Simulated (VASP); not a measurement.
Write the native input for VASP 6.6.1 that does the following.

| Property | Result |
| --- | --- |
| Task | density of states |
| Functional | PBE |
| Potentials or basis | VASP PAW PBE potentials, release 64 (Zn, Cu, Sn_d, Se) |
| Cutoff | 520 eV |
| k mesh | 10 × 10 × 10 |
| Occupations | gaussian, width 0.1 eV |
| Spin | no spin polarisation |
| Dipole correction | no |
| k mesh for the DOS | 15 × 15 × 15 |
| Occupations for the DOS | tetrahedron |
| Further INCAR settings | ALGO = Normal; EDIFF = 1e-06; NBANDS = 46 |

The system is ZnCu2SnSe4.

```
Zn Cu Sn Se
1.0
    -2.88245    2.88245    5.75997
     2.88245   -2.88245    5.75997
     2.88245    2.88245   -5.75997
Zn Cu Sn Se
1 2 1 4
Direct
  0.75000 0.25000 0.50000
  0.25000 0.75000 0.50000
  0.00000 0.00000 0.00000
  0.50000 0.50000 0.00000
  0.62939 0.63871 0.52854
  0.11017 0.10086 0.47146
  0.89914 0.37061 0.00931
  0.36129 0.88983 0.99069
```

The input as run:

POSCAR

```
ZnCu2SnSe4
1.0
   -2.8824511675      2.8824511675      5.7599695616
    2.8824511675     -2.8824511675      5.7599695616
    2.8824511675      2.8824511675     -5.7599695616
Zn Cu Sn Se
1 2 1 4
Direct
    0.7500000000      0.2500000000      0.5000000000
    0.2500000000      0.7500000000      0.5000000000
    0.0000000000      0.0000000000      0.0000000000
    0.5000000000      0.5000000000      0.0000000000
    0.6293930906      0.6387054504      0.5285377648
    0.1101676856      0.1008553259      0.4714622352
    0.8991446741      0.3706069094      0.0093123597
    0.3612945496      0.8898323144      0.9906876403
```

INCAR.step1

```
PREC     = Accurate       # precision mode
ENCUT    = 520            # plane-wave cutoff, eV
EDIFF    = 1E-6           # SCF threshold, eV
ISMEAR   = 0              # smearing method
SIGMA    = 0.1            # smearing width, eV
LREAL    = F              # projectors in reciprocal space
LASPH    = T              # aspherical terms in the spheres
NELM     = 120            # most SCF steps
ALGO     = Normal         # electronic algorithm
ISIF     = 2              # what is computed and relaxed
LWAVE    = F              # write WAVECAR
LCHARG   = T              # write CHGCAR
LMAXMIX  = 4              # l up to which the mixer works
GGA      = PE             # functional
NBANDS   = 46             # bands
GGA_COMPAT= F            
NEDOS    = 2001           # points of the DOS
LORBIT   = 11             # projections on sites
KPAR     = 4
```

KPOINTS.step1

```
Automatic mesh
0
Gamma
  10 10 10
```

INCAR.step2

```
PREC     = Accurate       # precision mode
ENCUT    = 520            # plane-wave cutoff, eV
EDIFF    = 1E-6           # SCF threshold, eV
ISMEAR   = -5             # smearing method
SIGMA    = 0.1            # smearing width, eV
LREAL    = F              # projectors in reciprocal space
LASPH    = T              # aspherical terms in the spheres
NELM     = 120            # most SCF steps
ALGO     = Normal         # electronic algorithm
ISIF     = 2              # what is computed and relaxed
LWAVE    = F              # write WAVECAR
LCHARG   = F              # write CHGCAR
LMAXMIX  = 4              # l up to which the mixer works
GGA      = PE             # functional
LORBIT   = 10             # projections on sites
NBANDS   = 46             # bands
NEDOS    = 2001           # points of the DOS
ICHARG   = 11             # starting density
GGA_COMPAT= F            
KPAR     = 4
```

KPOINTS.step2

```
Automatic mesh
0
Gamma
  15 15 15
```

Potentials or basis: VASP PAW PBE potentials, release 64 (Zn, Cu, Sn_d, Se).

Run with:

```console
$ cat potpaw_PBE.64/Zn/POTCAR potpaw_PBE.64/Cu/POTCAR potpaw_PBE.64/Sn_d/POTCAR potpaw_PBE.64/Se/POTCAR > POTCAR
$ cp INCAR.step1 INCAR
$ cp KPOINTS.step1 KPOINTS
$ mpirun -np 4 vasp_std > vasp.out
$ cp INCAR.step2 INCAR
$ cp KPOINTS.step2 KPOINTS
$ mpirun -np 4 vasp_std > vasp.out
```

Results of the run:

```json
{"Valence electrons inside the program's atomic spheres": "Zn 10.73; Cu 9.95, 9.94; Sn 12.20; Se 3.84"}
```

Caveat: spin-orbit coupling is left out, which moves the levels of the heavy elements.

Run time: 39 min on 4 MPI ranks on Intel(R) Xeon(R) Platinum 8259CL CPU @ 2.50GHz (Skylake/Cascade Lake), with other jobs on the host, peak memory 3.3 GiB a rank.
